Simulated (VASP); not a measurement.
# CdS (zincblende type) (F-43m) in VASP: further runs

CdS (zincblende type) is run at these levels: PBE; tasks: single point, relaxation of cell and atoms.

Program: VASP 6.6.1. These are calculated values, not measurements. Logs are shortened: lines on timing, memory, paths and dates and some standing lists are left out, and cuts for length are marked.

## 1. The cell of the first run

The structure is cubic, space group F-43m (No. 216). The conventional cell has a = 5.745 Å, b = 5.745 Å, c = 5.745 Å, α = 90.00°, β = 90.00°, γ = 90.00°. Within 3.3 Å of Cd (site symmetry -43m) lie 4 S at 2.49 Å. S (site symmetry -43m) has 4 Cd at 2.49 Å within 3.3 Å.

## 2. Single point, PBE

INCAR reads:

```
SYSTEM = CdS
PREC = Accurate
ENCUT = 520
EDIFF = 1E-6
ISMEAR = -1
SIGMA = 0.08
LREAL = .FALSE.
LASPH = .TRUE.
NELM = 80
ALGO = Normal
ISIF = 2
LWAVE = .FALSE.
LCHARG = .TRUE.
GGA = PE
LELF = .TRUE.
LVHAR = .TRUE.
NBANDS = 16
```

KPOINTS reads:

```
Automatic mesh
0
G
  12 12 12
  0 0 0
```

POSCAR reads:

```
CdS
1.0
    0.0000000000      2.8724237528      2.8724237528
    2.8724237528      0.0000000000      2.8724237528
    2.8724237528      2.8724237528      0.0000000000
Cd S
1 1
Direct
    0.0000000000      0.0000000000      0.0000000000
    0.2500000000      0.2500000000      0.2500000000
```

Potentials or basis: VASP PAW PBE potentials, release 64 (Cd, S).

Launch:

```console
$ cat potpaw_PBE.64/Cd/POTCAR potpaw_PBE.64/S/POTCAR > POTCAR
$ mpirun -np 1 vasp_std > vasp.out
```

OUTCAR:

```text
SYSTEM = CdS
   PREC = Accurate
   ENCUT = 520
   EDIFF = 1E-6
   ISMEAR = -1
   LREAL = .FALSE.
   LASPH = .TRUE.
   NELM = 80
   ISIF = 2
   GGA = PE

 ion  position               nearest neighbor table
   1  0.000  0.000  0.000-   2 2.49   2 2.49   2 2.49   2 2.49
   2  0.250  0.250  0.250-   1 2.49   1 2.49   1 2.49   1 2.49

  LATTYP: Found a face centered cubic cell.
 ALAT       =     5.7448475056

  Lattice vectors:

 A1 = (   0.0000000000,   2.8724237528,   2.8724237528)
 A2 = (   2.8724237528,   0.0000000000,   2.8724237528)
 A3 = (   2.8724237528,   2.8724237528,   0.0000000000)

Analysis of symmetry for initial positions (statically):
=====================================================================
 Subroutine PRICEL returns:
 Original cell was already a primitive cell.

 Routine SETGRP: Setting up the symmetry group for a
 face centered cubic supercell.

 Subroutine GETGRP returns: Found 24 space group operations
 (whereof 24 operations were pure point group operations)
 out of a pool of 48 trial point group operations.

The static configuration has the point symmetry T_d .

Analysis of symmetry for dynamics (positions and initial velocities):
=====================================================================
 Subroutine PRICEL returns:
 Original cell was already a primitive cell.

 Routine SETGRP: Setting up the symmetry group for a
 face centered cubic supercell.

 Subroutine GETGRP returns: Found 24 space group operations
 (whereof 24 operations were pure point group operations)
 out of a pool of 48 trial point group operations.

The dynamic configuration has the point symmetry T_d .

 Subroutine INISYM returns: Found 24 space group operations
 (whereof 24 operations are pure point group operations),
 and found     1 'primitive' translations

----------------------------------------------------------------------------------------

                                     Primitive cell

  volume of cell :      47.3997

  direct lattice vectors                    reciprocal lattice vectors
     0.000000000  2.872423753  2.872423753    -0.174069024  0.174069024  0.174069024
     2.872423753  0.000000000  2.872423753     0.174069024 -0.174069024  0.174069024
     2.872423753  2.872423753  0.000000000     0.174069024  0.174069024 -0.174069024

  length of vectors
     4.062220628  4.062220628  4.062220628     0.301496394  0.301496394  0.301496394

  position of ions in fractional coordinates (direct lattice)
     0.000000000  0.000000000  0.000000000
     0.250000000  0.250000000  0.250000000

  ion indices of the primitive-cell ions
   primitive index   ion index
                 1           1
                 2           2

----------------------------------------------------------------------------------------

 KPOINTS: Automatic mesh

Automatic generation of k-mesh.
 Grid dimensions read from file:
 generate k-points for:   12   12   12

 Generating k-lattice:

  Cartesian coordinates                     Fractional coordinates (reciprocal lattice)
    -0.014505752  0.014505752  0.014505752     0.083333333  0.000000000  0.000000000
     0.014505752 -0.014505752  0.014505752     0.000000000  0.083333333  0.000000000
     0.014505752  0.014505752 -0.014505752     0.000000000  0.000000000  0.083333333

  Length of vectors
     0.025124700  0.025124700  0.025124700

  Shift w.r.t. Gamma in fractional coordinates (k-lattice)
     0.000000000  0.000000000  0.000000000

 Subroutine IBZKPT returns following result:
 ===========================================

 Found     72 irreducible k-points:

 Following reciprocal coordinates:
            Coordinates               Weight
  0.000000  0.000000  0.000000      1.000000
  0.083333  0.000000  0.000000      8.000000
  0.166667  0.000000  0.000000      8.000000
  0.250000  0.000000  0.000000      8.000000
  0.333333  0.000000  0.000000      8.000000
  0.416667  0.000000  0.000000      8.000000
[... 16 lines left out ...]
  0.500000  0.166667  0.000000     24.000000
 -0.416667  0.166667  0.000000     24.000000
 [... further k-points ...]
   k-points           NKPTS =     72   k-points in BZ     NKDIM =     72   number of bands    NBANDS=     16
   number of dos      NEDOS =    301   number of ions     NIONS =      2
   total plane-waves  NPLWV =  27000
   dimension x,y,z NGX =    30 NGY =   30 NGZ =   30
   dimension x,y,z NGXF=    60 NGYF=   60 NGZF=   60
   ions per type =               1   1
   NGX,Y,Z   is equivalent  to a cutoff of  12.28, 12.28, 12.28 a.u.
   NGXF,Y,Z  is equivalent  to a cutoff of  24.55, 24.55, 24.55 a.u.
 SYSTEM =  CdS
   PREC   = accura    normal or accurate (medium, high low for compatibility)
   ISTART =      0    job   : 0-new  1-cont  2-samecut
   ICHARG =      2    charge: 1-file 2-atom 10-const
   ISPIN  =      1    spin polarized calculation?
   LNONCOLLINEAR =      F non collinear calculations
   LSORBIT =      F    spin-orbit coupling
   LASPH  =      T    aspherical Exc in radial PAW
   ENCUT  =  520.0 eV  38.22 Ry    6.18 a.u.   7.55  7.55  7.55*2*pi/ulx,y,z
   NELM   =     80;   NELMIN=  2; NELMDL= -5     # of ELM steps
   EDIFF  = 0.1E-05   stopping-criterion for ELM
   LREAL  =      F    real-space projection
   EDIFFG = 0.1E-04   stopping-criterion for IOM
   NSW    =      0    number of steps for IOM
   IBRION =     -1    ionic relax: 0-MD 1-quasi-New 2-CG
   NFREE  =      0    steps in history (QN), initial steepest desc. (CG)
   ISIF   =      2    stress and relaxation
   ISYM   =      2    0-nonsym 1-usesym 2-fastsym
   POTIM  = 0.5000    time-step for ionic-motion
   TEBEG  =    0.0;   TEEND  =   0.0 temperature during run
   PSTRESS=    0.0 pullay stress
   NELECT =      18.0000    total number of electrons
   NUPDOWN=      -1.0000    fix difference up-down
   EMIN   =  10.00;   EMAX   =-10.00  energy-range for DOS
   EFERMI =   0.00;   METHOD = LEGACY
   ISMEAR =    -1;   SIGMA  =   0.08  broadening in eV -4-tet -1-fermi 0-gaus
   EFERMI_NEDOS =   21; number of points for ismear=-14 and -15
   IALGO  =     38    algorithm
   IMIX   =      4    mixing-type and parameters
     AMIX     =   0.40;   BMIX     =  1.00
     AMIX_MAG =   1.60;   BMIX_MAG =  1.00
  volume/ion in A,a.u.               =      23.70       159.93
  Fermi-wavevector in a.u.,A,eV,Ry     =   1.185515  2.240299 19.122260  1.405446
  Thomas-Fermi vector in A             =   2.321707
   LORBIT       =      0    0 simple, 1 ext, 2 COOP (PROOUT), +10 PAW based schemes
   GGA     = PE    functional components
[... 5 lines left out ...]
 non-spin polarized calculation
  energy-cutoff  :      520.00
  volume of cell :       47.40
 maximum number of plane-waves:      1303
   NGX = 15   NGY = 15   NGZ = 15

 number of electron      18.0000007 magnetization

 Free energy of the ion-electron system (eV)
  ---------------------------------------------------
  ext. energy  EPLUGINS =         0.00000000
  ---------------------------------------------------
  free energy    TOTEN  =        -6.05420317 eV

  energy without entropy =       -6.05419989  energy(sigma->0) =       -6.05420153

 E-fermi :   2.4634     XC(G=0):  -9.3660

 val. band max:        1.7196433734   @ k =   0.0000   0.0000   0.0000
 cond. band min:       2.9680865921   @ k =   0.0000   0.0000   0.0000
 fundamental gap:      1.2484432187
 Fermi energy:         2.4634236585

 k-point     1 :       0.0000    0.0000    0.0000
  band No.  band energies     occupation
      1     -10.9437      2.00000
      2      -6.1892      2.00000
      3      -6.1892      2.00000
      4      -6.1892      2.00000
      5      -5.6437      2.00000
      6      -5.6437      2.00000
[... 8 lines left out ...]
     15      13.2661      0.00000
     16      13.4097      0.00000

 k-point     2 :       0.0833    0.0000    0.0000
  band No.  band energies     occupation
      1     -10.9124      2.00000
      2      -6.1775      2.00000
      3      -6.1775      2.00000
      4      -6.1657      2.00000
      5      -5.6445      2.00000
      6      -5.6445      2.00000
[... 8 lines left out ...]
     15      12.9054      0.00000
     16      13.7891      0.00000

 k-point     3 :       0.1667    0.0000    0.0000
  band No.  band energies     occupation
      1     -10.8266      2.00000
      2      -6.1468      2.00000
      3      -6.1468      2.00000
      4      -6.0861      2.00000
      5      -5.6447      2.00000
      6      -5.6447      2.00000
[... 8 lines left out ...]
     15      12.4558      0.00000
     16      13.7036      0.00000

 k-point     4 :       0.2500    0.0000    0.0000
  band No.  band energies     occupation
      1     -10.7087      2.00000
      2      -6.1090      2.00000
      3      -6.1090      2.00000
      4      -5.9292      2.00000
      5      -5.6390      2.00000
      6      -5.6390      2.00000
[... 8 lines left out ...]
     15      12.4107      0.00000
     16      13.1693      0.00000

 k-point     5 :       0.3333    0.0000    0.0000
  band No.  band energies     occupation
      1     -10.5908      2.00000
      2      -6.0776      2.00000
      3      -6.0776      2.00000
      4      -5.6815      2.00000
      5      -5.6248      2.00000
      6      -5.6248      2.00000
[... 8 lines left out ...]
     15      12.9007      0.00000
     16      12.9007      0.00000

 k-point     6 :       0.4167    0.0000    0.0000
  band No.  band energies     occupation
      1     -10.5050      2.00000
      2      -6.0594      2.00000
      3      -6.0594      2.00000
      4      -5.6080      2.00000
      5      -5.6080      2.00000
      6      -5.3836      2.00000
[... 8 lines left out ...]
     15      13.7589      0.00000
     16      13.7589      0.00000

 k-point     7 :       0.5000    0.0000    0.0000
  band No.  band energies     occupation
      1     -10.4738      2.00000
      2      -6.0539      2.00000
      3      -6.0539      2.00000
      4      -5.6004      2.00000
      5      -5.6004      2.00000
      6      -5.2217      2.00000
[... 8 lines left out ...]
     15      14.3673      0.00000
     16      14.3673      0.00000

 k-point     8 :       0.0833    0.0833    0.0000
  band No.  band energies     occupation
      1     -10.9020      2.00000
      2      -6.1712      2.00000
      3      -6.1669      2.00000
      4      -6.1669      2.00000
      5      -5.6528      2.00000
      6      -5.6370      2.00000
[... 8 lines left out ...]
     15      13.3087      0.00000
     16      14.0082      0.00000

 k-point     9 :       0.1667    0.0833    0.0000
  band No.  band energies     occupation
      1     -10.8344      2.00000
      2      -6.1503      2.00000
      3      -6.1361      2.00000
      4      -6.1090      2.00000
      5      -5.6600      2.00000
      6      -5.6308      2.00000
[... 8 lines left out ...]
     15      13.1055      0.00000
     16      14.4450      0.00000
[... 172 lines left out ...]
 k-point    19 :       0.1667    0.1667    0.0000
  band No.  band energies     occupation
      1     -10.7879      2.00000
      2      -6.1117      2.00000
      3      -6.1033      2.00000
      4      -6.1033      2.00000
      5      -5.6726      2.00000
      6      -5.6188      2.00000
[... 8 lines left out ...]
     15      13.4320      0.00000
     16      15.4650      0.00000

 k-point    20 :       0.2500    0.1667    0.0000
  band No.  band energies     occupation
      1     -10.6994      2.00000
      2      -6.0876      2.00000
      3      -6.0597      2.00000
      4      -6.0078      2.00000
      5      -5.6718      2.00000
      6      -5.6076      2.00000
[... 8 lines left out ...]
     15      13.4329      0.00000
     16      15.3753      0.00000

 k-point    21 :       0.3333    0.1667    0.0000
  band No.  band energies     occupation
      1     -10.5929      2.00000
      2      -6.0608      2.00000
      3      -6.0203      2.00000
      4      -5.8590      2.00000
      5      -5.6239      2.00000
      6      -5.5962      2.00000
[... 8 lines left out ...]
     15      13.6530      0.00000
     16      14.8812      0.00000

 k-point    22 :       0.4167    0.1667    0.0000
  band No.  band energies     occupation
      1     -10.4976      2.00000
      2      -6.0402      2.00000
      3      -5.9956      2.00000
      4      -5.7429      2.00000
      5      -5.5886      2.00000
      6      -5.4465      2.00000
[... 8 lines left out ...]
     15      14.2180      0.00000
     16      14.6892      0.00000

 k-point    23 :       0.5000    0.1667    0.0000
  band No.  band energies     occupation
      1     -10.4388      2.00000
      2      -6.0300      2.00000
      3      -5.9878      2.00000
      4      -5.6826      2.00000
      5      -5.5934      2.00000
      6      -5.2072      2.00000
[... 8 lines left out ...]
     15      14.4195      0.00000
     16      14.7743      0.00000

 k-point    24 :      -0.4167    0.1667    0.0000
  band No.  band energies     occupation
      1     -10.4314      2.00000
      2      -6.0270      2.00000
      3      -5.9949      2.00000
      4      -5.6500      2.00000
      5      -5.6139      2.00000
      6      -5.1550      2.00000
[... 8 lines left out ...]
     15      13.5359      0.00000
     16      14.5923      0.00000

 [... further k-points ...]
[... 5 lines left out ...]
  --------------------------------------------------------------------------------------
  -------------------------------------------------------------------------------------
  Total        1.9601582      1.9601582      1.9601582      0.0000000     -0.0000000      0.0000000
  in kB       66.2561488     66.2561488     66.2561488      0.0000000     -0.0000000      0.0000000
  external PRESSURE =      66.2561488 kB  Pullay stress =       0.0000000 kB

 VOLUME and BASIS-vectors are now :
 -----------------------------------------------------------------------------
  energy-cutoff  :      520.00
  volume of cell :       47.40
      direct lattice vectors                 reciprocal lattice vectors
     0.000000000  2.872423753  2.872423753    -0.174069024  0.174069024  0.174069024
     2.872423753  0.000000000  2.872423753     0.174069024 -0.174069024  0.174069024
     2.872423753  2.872423753  0.000000000     0.174069024  0.174069024 -0.174069024

 POSITION                                       TOTAL-FORCE (eV/Angst)
 -----------------------------------------------------------------------------------
      0.00000      0.00000      0.00000         0.000000      0.000000      0.000000
      1.43621      1.43621      1.43621        -0.000000     -0.000000     -0.000000
 -----------------------------------------------------------------------------------
    total drift:                               -0.000001     -0.000001     -0.000001

  FREE ENERGIE OF THE ION-ELECTRON SYSTEM (eV)
  ---------------------------------------------------
  free  energy   TOTEN  =        -6.0542031702 eV

  energy  without entropy=       -6.0541998863  energy(sigma->0) =       -6.05420153
```

It took 56 s on 1 thread of Intel Xeon 6975P-C, shared host; peak memory 0.2 GiB.

What came out:

```
Free energy            : -6.0542 eV
Pressure               : 6.6 GPa
Band gap on the k mesh : 1.25 eV, direct
```

A k mesh can miss the band edges.

## 3. Relaxation of cell and atoms, PBE, target pressure 6.2 GPa, at which the enthalpy is minimised

This run uses another cell than the first one, of 22.58 Å³/atom, 0.953 times its volume.

INCAR reads:

```
SYSTEM = CdS
  PREC = Accurate
  ENCUT = 600
  EDIFF = 1E-6
  ISMEAR = -1
  SIGMA = 0.08
  LREAL = .False.
  LASPH = .True.
  NELM = 80
  ALGO = Normal
  ISIF = 3
  LWAVE = .False.
  LCHARG = .False.
  GGA = PE
  IBRION = 2
  NSW = 60
  EDIFFG = -0.005
  PSTRESS = 62.0
```

KPOINTS reads:

```
Automatic mesh
0
Gamma
  12 12 12
  0 0 0
```

POSCAR reads:

```
CdS
1.0
    0.0000000000      2.8264054064      2.8264054064
    2.8264054064      0.0000000000      2.8264054064
    2.8264054064      2.8264054064      0.0000000000
Cd S
1 1
Direct
    0.0000000000      0.0000000000      0.0000000000
    0.2500000000      0.2500000000      0.2500000000
```

Potentials or basis: VASP PAW PBE potentials, release 64 (Cd, S).

Launch:

```console
$ cat potpaw_PBE.64/Cd/POTCAR potpaw_PBE.64/S/POTCAR > POTCAR
$ mpirun -np 1 vasp_std > vasp.out
```

It took 3 min on 1 thread of Intel Xeon 6975P-C, shared host; peak memory 0.22 GiB.

The run converged. Its results:

```
Free energy                                            : -6.0622 eV
Relaxed volume                                         : 23.81 Å³/atom
Relaxed cell                                           : a = 4.069 Å, b = 4.069 Å, c = 4.069 Å, α = 60.00°, β = 60.00°, γ = 60.00°
Space group after relaxing (to 0.05 Å)                 : F-43m (No. 216)
Energy change on relaxing (the enthalpy is what falls) : -65.4 meV/atom
Ionic steps                                            : 19
Pressure after relaxing                                : 6.2 GPa
Band gap on the k mesh                                 : 1.24 eV, direct
```

Step by step:
```csv
step,energy change (eV),largest force (eV/Å),pressure (GPa),volume (Å³)
1,0.0000,0.0000,11.00,45.16
2,-0.1905,0.0000,3.03,49.72
3,-0.1314,0.0000,6.16,47.64
4,-0.1294,0.0000,6.24,47.59
5,-0.1294,0.0000,6.27,47.59
6,-0.1294,0.0000,6.27,47.59
7,-0.1294,0.0000,6.27,47.59
8,-0.1294,0.0000,6.27,47.59
9,-0.1294,0.0000,6.27,47.59
10,-0.1294,0.0000,6.27,47.59
11,-0.1295,0.0000,6.27,47.59
12,-0.1295,0.0000,6.27,47.59
13,-0.1295,0.0000,6.27,47.59
14,-0.1295,0.0000,6.27,47.59
15,-0.1295,0.0000,6.27,47.59
16,-0.1296,0.0000,6.27,47.60
17,-0.1298,0.0000,6.25,47.60
18,-0.1301,0.0000,6.24,47.61
19,-0.1307,0.0000,6.23,47.62
```

Final structure:
```
Cd S
1.0
     0.00000    2.87695    2.87695
     2.87695    0.00000    2.87695
     2.87695    2.87695    0.00000
Cd S
1 1
Direct
  0.00000 0.00000 0.00000
  0.25000 0.25000 0.25000
```

Levels at points of the mesh, in eV from the valence-band top:
```
           k point  band 7  band 8  band 9  band 10  band 11  band 12
(0.00, 0.00, 0.00)    0.00    0.00    0.00     1.24     6.53     6.53
(0.50, 0.00, 0.00)   -4.66   -0.81   -0.81     3.08     7.01     7.01
(0.50, 0.50, 0.00)   -4.14   -2.03   -2.03     3.48     4.40     9.41
```

Caveat: the cell is relaxed towards a set pressure, so the enthalpy falls and the energy may rise.
